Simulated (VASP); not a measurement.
# Ge (Imma) in VASP: a series of runs

Aim: see how the results for Ge move with the level of theory and the settings. Levels: PBEsol, LDA. Tasks: single point.

Program: VASP 6.6.1. These are calculated values, not measurements. Logs are shortened: lines on timing, memory, paths and dates and some standing lists are left out, and cuts for length are marked.

**1. The cell of the first run**

The structure is orthorhombic, space group Imma (No. 74). Conventional cell: a = 4.958 Å, b = 5.266 Å, c = 2.855 Å, α = 90.00°, β = 90.00°, γ = 90.00°. Ge (site symmetry mm2) has 8 Ge at 2.66 to 3.06 Å within 3.5 Å.

**2. Single point, PBEsol**

Contents of INCAR:

```
PREC = Accurate
ENCUT = 520
EDIFF = 1E-7
ISMEAR = -1
SIGMA = 0.05
LREAL = F
LASPH = T
NELM = 80
ALGO = Normal
ISIF = 2
LWAVE = F
LCHARG = F
GGA = PS
NBANDS = 21
```

Contents of KPOINTS:

```
regular mesh
0
Gamma
  11 11 11
```

Contents of POSCAR:

```
Ge
1.0
   -2.4791465020      2.6330714371      1.4273027698
    2.4791465020     -2.6330714371      1.4273027698
    2.4791465020      2.6330714371     -1.4273027698
Ge
2
Direct
    0.3140570000      0.0640570000      0.2500000000
    0.6859430000      0.9359430000      0.7500000000
```

Potentials or basis: VASP PAW PBE potentials, release 64 (Ge_d).

On the command line:

```sh
$ cat potpaw_PBE.64/Ge_d/POTCAR > POTCAR
$ mpirun -np 1 vasp_std > vasp.out
```

OUTCAR:

```text
PREC = Accurate
   ENCUT = 520
   EDIFF = 1E-7
   ISMEAR = -1
   LREAL = F
   LASPH = T
   NELM = 80
   ISIF = 2
   GGA = PS

 ion  position               nearest neighbor table
   1  0.314  0.064  0.250-   2 2.66   2 2.66   2 2.70   2 2.70
   2  0.686  0.936  0.750-   1 2.66   1 2.66   1 2.70   1 2.70

  LATTYP: Found a body centered orthorhombic cell.
 ALAT       =     2.8546055396
 B/A-ratio  =     1.7369450648
 C/A-ratio  =     1.8447882908

  Lattice vectors:

 A1 = (   2.4791465020,  -2.6330714371,   1.4273027698)
 A2 = (  -2.4791465020,  -2.6330714371,  -1.4273027698)
 A3 = (   2.4791465020,   2.6330714371,  -1.4273027698)

Analysis of symmetry for initial positions (statically):
=====================================================================
 Subroutine PRICEL returns:
 Original cell was already a primitive cell.

 Routine SETGRP: Setting up the symmetry group for a
 body centered orthorhombic supercell.

 Subroutine GETGRP returns: Found  8 space group operations
 (whereof  4 operations were pure point group operations)
 out of a pool of  8 trial point group operations.

The static configuration has the point symmetry C_2h.
 The point group associated with its full space group is D_2h.

Analysis of symmetry for dynamics (positions and initial velocities):
=====================================================================
 Subroutine PRICEL returns:
 Original cell was already a primitive cell.

 Routine SETGRP: Setting up the symmetry group for a
 body centered orthorhombic supercell.

 Subroutine GETGRP returns: Found  8 space group operations
 (whereof  4 operations were pure point group operations)
 out of a pool of  8 trial point group operations.

The dynamic configuration has the point symmetry C_2h.
 The point group associated with its full space group is D_2h.

 Subroutine INISYM returns: Found  8 space group operations
 (whereof  4 operations are pure point group operations),
 and found     1 'primitive' translations

----------------------------------------------------------------------------------------

                                     Primitive cell

  volume of cell :      37.2684

  direct lattice vectors                    reciprocal lattice vectors
    -2.479146502  2.633071437  1.427302770     0.000000000  0.189892303  0.350311098
     2.479146502 -2.633071437  1.427302770     0.201682313  0.000000000  0.350311098
     2.479146502  2.633071437 -1.427302770     0.201682313  0.189892303  0.000000000

  length of vectors
     3.887984795  3.887984795  3.887984795     0.398468257  0.404219767  0.277010545

  position of ions in fractional coordinates (direct lattice)
     0.314057000  0.064057000  0.250000000
     0.685943000  0.935943000  0.750000000

  ion indices of the primitive-cell ions
   primitive index   ion index
                 1           1
                 2           2

----------------------------------------------------------------------------------------

 KPOINTS: regular mesh

Automatic generation of k-mesh.
 Grid dimensions read from file:
 generate k-points for:   11   11   11

 Generating k-lattice:

  Cartesian coordinates                     Fractional coordinates (reciprocal lattice)
     0.000000000  0.017262937  0.031846463     0.090909091 -0.000000000  0.000000000
     0.018334756  0.000000000  0.031846463    -0.000000000  0.090909091  0.000000000
     0.018334756  0.017262937  0.000000000     0.000000000  0.000000000  0.090909091

  Length of vectors
     0.036224387  0.036747252  0.025182777

  Shift w.r.t. Gamma in fractional coordinates (k-lattice)
     0.000000000  0.000000000  0.000000000

 Subroutine IBZKPT returns following result:
 ===========================================

 Found    216 irreducible k-points:

 Following reciprocal coordinates:
            Coordinates               Weight
  0.000000  0.000000  0.000000      1.000000
  0.090909  0.000000  0.000000      4.000000
  0.181818  0.000000  0.000000      4.000000
  0.272727  0.000000  0.000000      4.000000
  0.363636  0.000000  0.000000      4.000000
  0.454545 -0.000000  0.000000      4.000000
[... 16 lines left out ...]
  0.454545  0.181818 -0.000000      8.000000
 -0.454545  0.181818 -0.000000      8.000000
 [... further k-points ...]
   k-points           NKPTS =    216   k-points in BZ     NKDIM =    216   number of bands    NBANDS=     21
   number of dos      NEDOS =    301   number of ions     NIONS =      2
   total plane-waves  NPLWV =  27000
   dimension x,y,z NGX =    30 NGY =   30 NGZ =   30
   dimension x,y,z NGXF=    60 NGYF=   60 NGZF=   60
   ions per type =               2
   NGX,Y,Z   is equivalent  to a cutoff of  12.83, 12.83, 12.83 a.u.
   NGXF,Y,Z  is equivalent  to a cutoff of  25.66, 25.66, 25.66 a.u.
 SYSTEM =  unknown system
   PREC   = accura    normal or accurate (medium, high low for compatibility)
   ISTART =      0    job   : 0-new  1-cont  2-samecut
   ICHARG =      2    charge: 1-file 2-atom 10-const
   ISPIN  =      1    spin polarized calculation?
   LNONCOLLINEAR =      F non collinear calculations
   LSORBIT =      F    spin-orbit coupling
   LASPH  =      T    aspherical Exc in radial PAW
   ENCUT  =  520.0 eV  38.22 Ry    6.18 a.u.   7.23  7.23  7.23*2*pi/ulx,y,z
   NELM   =     80;   NELMIN=  2; NELMDL= -5     # of ELM steps
   EDIFF  = 0.1E-06   stopping-criterion for ELM
   LREAL  =      F    real-space projection
   EDIFFG = 0.1E-05   stopping-criterion for IOM
   NSW    =      0    number of steps for IOM
   IBRION =     -1    ionic relax: 0-MD 1-quasi-New 2-CG
   NFREE  =      0    steps in history (QN), initial steepest desc. (CG)
   ISIF   =      2    stress and relaxation
   ISYM   =      2    0-nonsym 1-usesym 2-fastsym
   POTIM  = 0.5000    time-step for ionic-motion
   TEBEG  =    0.0;   TEEND  =   0.0 temperature during run
   PSTRESS=    0.0 pullay stress
   NELECT =      28.0000    total number of electrons
   NUPDOWN=      -1.0000    fix difference up-down
   EMIN   =  10.00;   EMAX   =-10.00  energy-range for DOS
   EFERMI =   0.00;   METHOD = LEGACY
   ISMEAR =    -1;   SIGMA  =   0.05  broadening in eV -4-tet -1-fermi 0-gaus
   EFERMI_NEDOS =   21; number of points for ismear=-14 and -15
   IALGO  =     38    algorithm
   IMIX   =      4    mixing-type and parameters
     AMIX     =   0.40;   BMIX     =  1.00
     AMIX_MAG =   1.60;   BMIX_MAG =  1.00
  volume/ion in A,a.u.               =      18.63       125.75
  Fermi-wavevector in a.u.,A,eV,Ry     =   1.488266  2.812415 30.136025  2.214935
  Thomas-Fermi vector in A             =   2.601322
   LORBIT       =      0    0 simple, 1 ext, 2 COOP (PROOUT), +10 PAW based schemes
   GGA     = PS    functional components
   LHFCALC =     F    Hartree Fock is set to
   AEXX    =    0.0000 exact exchange contribution
   IVDW    =     0    specifies the selected vdW correction
   LEPSILON=     F    determine dielectric tensor
   LRPA    =     F    only Hartree local field effects (RPA)
 non-spin polarized calculation
  energy-cutoff  :      520.00
  volume of cell :       37.27
 maximum number of plane-waves:      1033
 NGX is ok and might be reduce to    30
   NGX = 15   NGY = 15   NGZ = 15

 number of electron      28.0000001 magnetization

 Free energy of the ion-electron system (eV)
  ---------------------------------------------------
  ext. energy  EPLUGINS =         0.00000000
  ---------------------------------------------------
  free energy    TOTEN  =        -9.52220347 eV

  energy without entropy =       -9.51613171  energy(sigma->0) =       -9.51916759

 E-fermi :   6.6275     XC(G=0): -11.4411

 val. band max:        6.6227708375   @ k =  -0.2727   0.3636   0.1818
 cond. band min:       6.6376843423   @ k =   0.4545   0.3636  -0.0000
 fundamental gap:      0.0149135048
 Fermi energy:         6.6274788334

 k-point     1 :       0.0000    0.0000    0.0000
  band No.  band energies     occupation
      1     -18.0781      2.00000
      2     -17.9962      2.00000
      3     -17.9931      2.00000
      4     -17.9919      2.00000
      5     -17.9543      2.00000
      6     -17.9157      2.00000
[... 13 lines left out ...]
     20      17.4333      0.00000
     21      19.4378      0.00000

 k-point     2 :       0.0909    0.0000    0.0000
  band No.  band energies     occupation
      1     -18.0715      2.00000
      2     -17.9890      2.00000
      3     -17.9875      2.00000
      4     -17.9809      2.00000
      5     -17.9562      2.00000
      6     -17.9184      2.00000
[... 13 lines left out ...]
     20      17.6308      0.00000
     21      18.6862      0.00000

 k-point     3 :       0.1818    0.0000    0.0000
  band No.  band energies     occupation
      1     -18.0533      2.00000
      2     -17.9757      2.00000
      3     -17.9678      2.00000
      4     -17.9602      2.00000
      5     -17.9513      2.00000
      6     -17.9230      2.00000
[... 13 lines left out ...]
     20      15.8096      0.00000
     21      18.8230      0.00000

 k-point     4 :       0.2727    0.0000    0.0000
  band No.  band energies     occupation
      1     -18.0282      2.00000
      2     -17.9681      2.00000
      3     -17.9544      2.00000
      4     -17.9487      2.00000
      5     -17.9171      2.00000
      6     -17.9144      2.00000
[... 13 lines left out ...]
     20      14.6179      0.00000
     21      19.4605      0.00000

 k-point     5 :       0.3636    0.0000    0.0000
  band No.  band energies     occupation
      1     -18.0020      2.00000
      2     -17.9680      2.00000
      3     -17.9424      2.00000
      4     -17.9381      2.00000
      5     -17.9198      2.00000
      6     -17.9188      2.00000
[... 13 lines left out ...]
     20      15.1535      0.00000
     21      20.6325      0.00000
[... 382 lines left out ...]
     20      16.7026      0.00000
     21      18.7717      0.00000

 k-point    22 :       0.3636    0.1818    0.0000
  band No.  band energies     occupation
      1     -18.0074      2.00000
      2     -17.9777      2.00000
      3     -17.9614      2.00000
      4     -17.9273      2.00000
      5     -17.9232      2.00000
      6     -17.8960      2.00000
[... 13 lines left out ...]
     20      17.7023      0.00000
     21      18.9700      0.00000

 k-point    23 :       0.4545    0.1818   -0.0000
  band No.  band energies     occupation
      1     -17.9994      2.00000
      2     -17.9697      2.00000
      3     -17.9488      2.00000
      4     -17.9410      2.00000
      5     -17.9176      2.00000
      6     -17.8904      2.00000
[... 13 lines left out ...]
     20      17.5232      0.00000
     21      18.7016      0.00000

 k-point    24 :      -0.4545    0.1818   -0.0000
  band No.  band energies     occupation
      1     -18.0022      2.00000
      2     -17.9645      2.00000
      3     -17.9542      2.00000
      4     -17.9366      2.00000
      5     -17.9298      2.00000
      6     -17.8919      2.00000
[... 13 lines left out ...]
     20      17.5011      0.00000
     21      17.7109      0.00000

 [... further k-points ...]

------------------------ aborting loop because EDIFF is reached ----------------------------------------

  FORCE on cell =-STRESS in cart. coord.  units (eV):
  Direction    XX          YY          ZZ          XY          YZ          ZX
  --------------------------------------------------------------------------------------
  -------------------------------------------------------------------------------------
  Total        0.0268293     -0.4733817     -0.3303720      0.0000000     -0.0000000      0.0000000
  in kB        1.1533981    -20.3507806    -14.2027622      0.0000000     -0.0000000      0.0000000
  external PRESSURE =     -11.1333816 kB  Pullay stress =       0.0000000 kB

 VOLUME and BASIS-vectors are now :
 -----------------------------------------------------------------------------
  energy-cutoff  :      520.00
  volume of cell :       37.27
      direct lattice vectors                 reciprocal lattice vectors
    -2.479146502  2.633071437  1.427302770     0.000000000  0.189892303  0.350311098
     2.479146502 -2.633071437  1.427302770     0.201682313  0.000000000  0.350311098
     2.479146502  2.633071437 -1.427302770     0.201682313  0.189892303  0.000000000

 POSITION                                       TOTAL-FORCE (eV/Angst)
 -----------------------------------------------------------------------------------
      0.00000      1.31654      0.18286        -0.000000      0.000000      0.057310
      2.47915      1.31654      1.24445         0.000000     -0.000000     -0.057310
 -----------------------------------------------------------------------------------
    total drift:                               -0.000000     -0.000000      0.000000

  FREE ENERGIE OF THE ION-ELECTRON SYSTEM (eV)
  ---------------------------------------------------
  free  energy   TOTEN  =        -9.5222034657 eV

  energy  without entropy=       -9.5161317106  energy(sigma->0) =       -9.51916759
```

Wall time 2.5 min (1 thread of Intel Xeon 6975P-C (Granite Rapids), shared host); peak memory 0.26 GiB.

Results:

- Free energy: -9.5222 eV
- Pressure: -1.1 GPa
- Largest force: 0.057 eV/Å
- Band gap on the k mesh: zero (band 14 reaches 8.77 eV, above the bottom of band 15 at 3.39 eV)

Forces on the atoms (eV/Å):
```
Ge   0.000  0.000  0.057
Ge   0.000  0.000 -0.057
```

Levels at points of the mesh, in eV from the Fermi level:
```
           k point  band 11  band 12  band 13  band 14  band 15  band 16  band 17  band 18
(0.00, 0.00, 0.00)   -13.30    -3.76    -2.42    -1.97     3.37     7.04     7.30     8.03
```

Caveat: the PAW data sets were made with another functional, which shifts forces and pressure a little.

(Continued in part 2 of 2.)
